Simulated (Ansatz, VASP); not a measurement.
# MgO: VASP beside Ansatz

```
Mg O
1.0
     2.29221    0.00000    0.00000
     0.00000    2.29221    0.00000
     0.00000    0.00000    2.29221
Mg O
1 1
Direct
  0.00000 0.00000 0.00000
  0.50000 0.50000 0.50000
```

Change from the starting cell: volume scaled by 0.64, LAPW.

Alike in both runs: task single point; functional PBE; k mesh 15 × 15 × 15; occupations fermi-dirac, width 0.08 eV; no spin polarisation.

```csv
,VASP,Ansatz
version,VASP 6.6.1,Ansatz 0.2.0
potentials or method,"VASP PAW PBE potentials, release 64 (Mg, O), cutoff 520 eV","all-electron LAPW, scalar-relativistic"
```

Ansatz gave:

- gap on the k mesh at the Fermi level (eV): 6.69
- pressure (GPa): 154.2

Problem. Estimate VASP's values.

Solution. gap on the k mesh at the Fermi level (eV): 6.69; pressure (GPa): 154.5.

Both programs put the cell under a high pressure, so it lies far from rest at this level. Ansatz ran all-electron here, and VASP with PAW potentials.

Noted on VASP's run: the cell as given lies far from equilibrium.
